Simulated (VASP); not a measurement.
# MgO (de600) (Fm-3m) in VASP: a series of runs

Runs on MgO (de600). Level: LDA. Tasks: single point, relaxation of cell and atoms.

Program: VASP 6.6.1. These are calculated values, not measurements. Logs are shortened: lines on timing, memory, paths and dates and some standing lists are left out, and cuts for length are marked.

**The experiment to reproduce.**

“Electronic structure of alkaline earth and post-transition metal oxides”, 2009, arxiv:0908.1581 quotes, for a bulk crystal of MgO: band gap 7.83 eV.

The results are compared with them further down.

**1. The cell of the first run**

It takes space group Fm-3m (No. 225, cubic). The conventional cell has a = 4.161 Å, b = 4.161 Å, c = 4.161 Å, α = 90.00°, β = 90.00°, γ = 90.00°. Within 2.8 Å of Mg (site symmetry m-3m) lie 6 O at 2.08 Å. O (site symmetry m-3m) has 6 Mg at 2.08 Å within 2.8 Å.

**2. Single point, LDA**

INCAR

```
PREC = Accurate
ENCUT = 520
EDIFF = 1E-6
ISMEAR = 0
SIGMA = 0.1
LREAL = False
LASPH = True
NELM = 80
ALGO = Normal
ISIF = 2
LWAVE = False
LCHARG = False
GGA = CA
NBANDS = 11
```

KPOINTS

```
Automatic mesh
0
Gamma
  8 8 8
```

POSCAR

```
MgO
1.0
    0.0000000000      2.0805909286      2.0805909286
    2.0805909286      0.0000000000      2.0805909286
    2.0805909286      2.0805909286      0.0000000000
Mg O
1 1
Direct
    0.0000000000      0.0000000000      0.0000000000
    0.5000000000      0.5000000000      0.5000000000
```

Potentials or basis: VASP PAW LDA potentials, release 64 (Mg, O).

Started as:

```bash
$ cat potpaw_LDA.64/Mg/POTCAR potpaw_LDA.64/O/POTCAR > POTCAR
$ mpirun -np 1 vasp_std > vasp.out
```

OUTCAR:

```text
PREC = Accurate
   ENCUT = 520
   EDIFF = 1E-6
   ISMEAR = 0
   LREAL = False
   LASPH = True
   NELM = 80
   ISIF = 2
   GGA = CA

 ion  position               nearest neighbor table
   1  0.000  0.000  0.000-   2 2.08   2 2.08   2 2.08   2 2.08   2 2.08   2 2.08
   2  0.500  0.500  0.500-   1 2.08   1 2.08   1 2.08   1 2.08   1 2.08   1 2.08

  LATTYP: Found a face centered cubic cell.
 ALAT       =     4.1611818572

  Lattice vectors:

 A1 = (   0.0000000000,   2.0805909286,   2.0805909286)
 A2 = (   2.0805909286,   0.0000000000,   2.0805909286)
 A3 = (   2.0805909286,   2.0805909286,   0.0000000000)

Analysis of symmetry for initial positions (statically):
=====================================================================
 Subroutine PRICEL returns:
 Original cell was already a primitive cell.

 Routine SETGRP: Setting up the symmetry group for a
 face centered cubic supercell.

 Subroutine GETGRP returns: Found 48 space group operations
 (whereof 48 operations were pure point group operations)
 out of a pool of 48 trial point group operations.

The static configuration has the point symmetry O_h .

Analysis of symmetry for dynamics (positions and initial velocities):
=====================================================================
 Subroutine PRICEL returns:
 Original cell was already a primitive cell.

 Routine SETGRP: Setting up the symmetry group for a
 face centered cubic supercell.

 Subroutine GETGRP returns: Found 48 space group operations
 (whereof 48 operations were pure point group operations)
 out of a pool of 48 trial point group operations.

The dynamic configuration has the point symmetry O_h .

 Subroutine INISYM returns: Found 48 space group operations
 (whereof 48 operations are pure point group operations),
 and found     1 'primitive' translations

----------------------------------------------------------------------------------------

                                     Primitive cell

  volume of cell :      18.0132

  direct lattice vectors                    reciprocal lattice vectors
     0.000000000  2.080590929  2.080590929    -0.240316341  0.240316341  0.240316341
     2.080590929  0.000000000  2.080590929     0.240316341 -0.240316341  0.240316341
     2.080590929  2.080590929  0.000000000     0.240316341  0.240316341 -0.240316341

  length of vectors
     2.942399909  2.942399909  2.942399909     0.416240113  0.416240113  0.416240113

  position of ions in fractional coordinates (direct lattice)
     0.000000000  0.000000000  0.000000000
[... 82 lines left out ...]
   IBRION =     -1    ionic relax: 0-MD 1-quasi-New 2-CG
   NFREE  =      0    steps in history (QN), initial steepest desc. (CG)
   ISIF   =      2    stress and relaxation
   ISYM   =      2    0-nonsym 1-usesym 2-fastsym
   POTIM  = 0.5000    time-step for ionic-motion
   TEBEG  =    0.0;   TEEND  =   0.0 temperature during run
   PSTRESS=    0.0 pullay stress
   NELECT =       8.0000    total number of electrons
   NUPDOWN=      -1.0000    fix difference up-down
   EMIN   =  10.00;   EMAX   =-10.00  energy-range for DOS
   EFERMI =   0.00;   METHOD = LEGACY
   ISMEAR =     0;   SIGMA  =   0.10  broadening in eV -4-tet -1-fermi 0-gaus
   EFERMI_NEDOS =   21; number of points for ismear=-14 and -15
   IALGO  =     38    algorithm
   IMIX   =      4    mixing-type and parameters
     AMIX     =   0.40;   BMIX     =  1.00
     AMIX_MAG =   1.60;   BMIX_MAG =  1.00
  volume/ion in A,a.u.               =       9.01        60.78
  Fermi-wavevector in a.u.,A,eV,Ry     =   1.249036  2.360335 21.226310  1.560090
  Thomas-Fermi vector in A             =   2.383095
   LORBIT       =      0    0 simple, 1 ext, 2 COOP (PROOUT), +10 PAW based schemes
   GGA     = CA    functional components
   LHFCALC =     F    Hartree Fock is set to
   AEXX    =    0.0000 exact exchange contribution
   IVDW    =     0    specifies the selected vdW correction
   LEPSILON=     F    determine dielectric tensor
   LRPA    =     F    only Hartree local field effects (RPA)
 non-spin polarized calculation
 Gauss-broadening in eV      SIGMA  =   0.10
  energy-cutoff  :      520.00
  volume of cell :       18.01
 maximum number of plane-waves:       531
 NGX is ok and might be reduce to    24
   NGX = 11   NGY = 11   NGZ = 11

 number of electron       8.0000001 magnetization

 Free energy of the ion-electron system (eV)
  ---------------------------------------------------
  ext. energy  EPLUGINS =         0.00000000
  ---------------------------------------------------
  free energy    TOTEN  =       -13.44449312 eV

  energy without entropy =      -13.44449312  energy(sigma->0) =      -13.44449312

 E-fermi :   3.6645     XC(G=0): -11.7689

 val. band max:        3.1629551946   @ k =   0.0000   0.0000   0.0000
 cond. band min:       8.1832189775   @ k =   0.0000   0.0000   0.0000
 fundamental gap:      5.0202637828
 Fermi energy:         3.6645153775

 k-point     1 :       0.0000    0.0000    0.0000
  band No.  band energies     occupation
      1     -14.0349      2.00000
      2       3.1630      2.00000
      3       3.1630      2.00000
      4       3.1630      2.00000
      5       8.1832      0.00000
      6      18.8860      0.00000
      7      18.8860      0.00000
      8      18.8860      0.00000
      9      23.0070      0.00000
     10      24.6960      0.00000
     11      24.6960      0.00000
[... 309 lines left out ...]
 k-point    24 :      -0.3750    0.2500    0.1250
  band No.  band energies     occupation
      1     -12.4170      2.00000
      2      -1.0574      2.00000
      3       1.1068      2.00000
      4       2.1059      2.00000
      5      12.9195      0.00000
      6      15.5039      0.00000
      7      16.7513      0.00000
      8      20.1947      0.00000
      9      23.8426      0.00000
     10      25.3856      0.00000
     11      29.5323      0.00000

 [... further k-points ...]
[... 5 lines left out ...]
  --------------------------------------------------------------------------------------
  -------------------------------------------------------------------------------------
  Total       -0.2166887     -0.2166887     -0.2166887     -0.0000000      0.0000000      0.0000000
  in kB      -19.2733263    -19.2733263    -19.2733263     -0.0000000      0.0000000      0.0000000
  external PRESSURE =     -19.2733263 kB  Pullay stress =       0.0000000 kB

 VOLUME and BASIS-vectors are now :
 -----------------------------------------------------------------------------
  energy-cutoff  :      520.00
  volume of cell :       18.01
      direct lattice vectors                 reciprocal lattice vectors
     0.000000000  2.080590929  2.080590929    -0.240316341  0.240316341  0.240316341
     2.080590929  0.000000000  2.080590929     0.240316341 -0.240316341  0.240316341
     2.080590929  2.080590929  0.000000000     0.240316341  0.240316341 -0.240316341

 POSITION                                       TOTAL-FORCE (eV/Angst)
 -----------------------------------------------------------------------------------
      0.00000      0.00000      0.00000        -0.000000     -0.000000      0.000000
      2.08059      2.08059      2.08059         0.000000      0.000000      0.000000
 -----------------------------------------------------------------------------------
    total drift:                               -0.000000     -0.000000      0.000000

  FREE ENERGIE OF THE ION-ELECTRON SYSTEM (eV)
  ---------------------------------------------------
  free  energy   TOTEN  =       -13.4444931165 eV

  energy  without entropy=      -13.4444931165  energy(sigma->0) =      -13.44449312
```

stdout:

```text
POSCAR found type information on POSCAR MgO
 POSCAR found :  2 types and       2 ions
 scaLAPACK will be used
 LDA part: xc-table for (Slater(with rela. corr.)+CA(PZ))
 , standard interpolation
 POSCAR, INCAR and KPOINTS ok, starting setup
 FFT: planning ... GRIDC
 FFT: planning ... GRID_SOFT
 FFT: planning ... GRID
 WAVECAR not read
 entering main loop
```

It took 2.2 s on 1 thread of Intel Xeon 6975P-C (Granite Rapids), shared host; peak memory 0.12 GiB.

What came out:

* Free energy: -13.4445 eV
* Pressure: -1.9 GPa
* Band gap on the k mesh: 5.02 eV, direct

**3. Single point, LDA**

INCAR

```
SYSTEM = MgO
PREC     = Accurate       ! precision mode
ENCUT    = 520            ! plane-wave cutoff, eV
EDIFF    = 1E-7           ! SCF threshold, eV
ISMEAR   = 0              ! smearing method
SIGMA    = 0.02           ! smearing width, eV
LREAL    = .FALSE.        ! projectors in reciprocal space
LASPH    = .TRUE.         ! aspherical terms in the spheres
NELM     = 60             ! most SCF steps
ALGO     = Normal         ! electronic algorithm
ISIF     = 2              ! what is computed and relaxed
LWAVE    = .FALSE.        ! write WAVECAR
LCHARG   = .FALSE.        ! write CHGCAR
GGA      = CA             ! functional
NBANDS   = 11             ! bands
```

KPOINTS

```
Automatic mesh
0
G
  8 8 8
  0 0 0
```

POSCAR

```
MgO
1.0
    0.0000000000      2.0804427321      2.0804427321
    2.0804427321      0.0000000000      2.0804427321
    2.0804427321      2.0804427321      0.0000000000
Mg O
1 1
Direct
    0.0000000000      0.0000000000      0.0000000000
    0.5000000000      0.5000000000      0.5000000000
```

Potentials or basis: VASP PAW LDA potentials, release 64 (Mg, O).

Started as:

```bash
$ cat potpaw_LDA.64/Mg/POTCAR potpaw_LDA.64/O/POTCAR > POTCAR
$ mpirun -np 1 vasp_std > vasp.out
```

Run time: 2.3 s. Hardware: 1 thread of Intel Xeon 6975P-C (Granite Rapids), shared host; peak memory 0.13 GiB.

Results (log left out):

```yaml
Free_energy: -13.4445 eV
Pressure: -1.9 GPa
Band_gap_on_the_k_mesh: 5.02 eV, direct
```

Levels at points of the mesh, in eV from the valence-band top:
| k point | band 1 | band 2 | band 3 | band 4 | band 5 | band 6 | band 7 | band 8 | band 9 |
| --- | --- | --- | --- | --- | --- | --- | --- | --- | --- |
| (0.00, 0.00, 0.00) | -17.20 | 0.00 | 0.00 | 0.00 | 5.02 | 15.72 | 15.72 | 15.72 | 19.85 |
| (0.50, 0.00, 0.00) | -15.75 | -4.86 | -0.71 | -0.71 | 7.96 | 12.82 | 16.37 | 16.37 | 21.11 |
| (0.50, 0.50, 0.00) | -15.46 | -4.31 | -1.43 | -1.43 | 8.92 | 10.10 | 13.28 | 19.19 | 19.19 |

**4. Relaxation of cell and atoms, LDA**

INCAR

```
SYSTEM = MgO
  ALGO = Normal
  EDIFF = 1E-6
  EDIFFG = -0.002
  ENCUT = 600
  GGA = CA
  IBRION = 2
  ISIF = 3
  ISMEAR = 0
  LASPH = .True.
  LCHARG = .False.
  LREAL = .False.
  LWAVE = .False.
  NELM = 60
  NSW = 100
  PREC = Accurate
  SIGMA = 0.02
```

KPOINTS

```
k-points
0
Gamma
  8 8 8
  0 0 0
```

POSCAR

```
MgO
1.0
    0.0000000000      2.0805909286      2.0805909286
    2.0805909286      0.0000000000      2.0805909286
    2.0805909286      2.0805909286      0.0000000000
Mg O
1 1
Direct
    0.0000000000      0.0000000000      0.0000000000
    0.5000000000      0.5000000000      0.5000000000
```

Started as:

```bash
$ cat potpaw_LDA.64/Mg/POTCAR potpaw_LDA.64/O/POTCAR > POTCAR
$ mpirun -np 1 vasp_std > vasp.out
```

Wall time 3.4 s (1 thread of Intel Xeon 6975P-C (Granite Rapids), shared host); peak memory 0.13 GiB.

The run converged. Its results:

| Quantity | Value |
| --- | --- |
| Free energy | -13.4495 eV |
| Relaxed volume | 8.89 Å³/atom |
| Relaxed cell | a = 2.930 Å, b = 2.930 Å, c = 2.930 Å, α = 60.00°, β = 60.00°, γ = 60.00° |
| Space group after relaxing (to 0.05 Å) | Fm-3m (No. 225) |
| Energy gained by relaxing | 0.8 meV/atom |
| Ionic steps | 3 |
| Pressure after relaxing | 0.0 GPa |
| Band gap on the k mesh | 5.15 eV, direct |

Step by step:
```
step  energy change (eV)  largest force (eV/Å)  pressure (GPa)  volume (Å³)
   1              0.0000                0.0000           -2.17        18.01
   2             -0.0013                0.0000            0.92        17.70
   3             -0.0016                0.0000            0.01        17.79
```

Final structure:
```xyz
2
Lattice="0.0000 2.0718 2.0718 2.0718 0.0000 2.0718 2.0718 2.0718 0.0000" Properties=species:S:1:pos:R:3 pbc="T T T"
Mg    0.0000    0.0000    0.0000
O     2.0718    2.0718    2.0718
```

Levels at points of the mesh, in eV from the valence-band top:
```csv
k point,band 1,band 2,band 3,band 4,band 5,band 6,band 7,band 8
"(0.00, 0.00, 0.00)",-17.27,0.00,0.00,0.00,5.15,15.79,15.79,15.79
"(0.50, 0.00, 0.00)",-15.78,-4.92,-0.72,-0.72,8.05,12.96,16.51,16.51
"(0.50, 0.50, 0.00)",-15.49,-4.36,-1.44,-1.44,8.93,10.24,13.42,19.39
```

**5. Summary**

```csv
task,cell,cutoff (eV),smearing,gap on the mesh (eV),pressure (GPa)
single point,"a = 2.942 Å, angles 60.0°, 2 atoms",520,gaussian 0.1 eV,5.02,-1.9
single point,"a = 2.942 Å, angles 60.0°, 2 atoms",520,gaussian 0.02 eV,5.02,-1.9
relaxation of cell and atoms,"relaxed from a = 2.942 Å, angles 60.0°, 2 atoms",600,gaussian 0.02 eV,5.15,0.0
```

Alike in all rows: level LDA; potentials or basis VASP PAW LDA potentials, release 64 (Mg, O); no spin polarisation; k mesh 8 × 8 × 8.

Absolute energies hang on the potentials; compare differences alone.

**6. How close it comes**

Step 2. Measured gap of MgO: 7.83 eV (quoted in “Electronic structure of alkaline earth and post-transition metal oxides”, 2009, arxiv:0908.1581). This calculation gives 5.02 eV (-2.81 eV). The value is that of LDA, without temperature or zero-point motion. Semilocal functionals fall short of measured gaps as a rule.

Step 3. Against the measured gap of MgO, 7.83 eV (quoted in “Electronic structure of alkaline earth and post-transition metal oxides”, 2009, arxiv:0908.1581), the calculated 5.02 eV is off by -2.81 eV. The value is that of LDA, without temperature or zero-point motion. Semilocal functionals fall short of measured gaps as a rule.
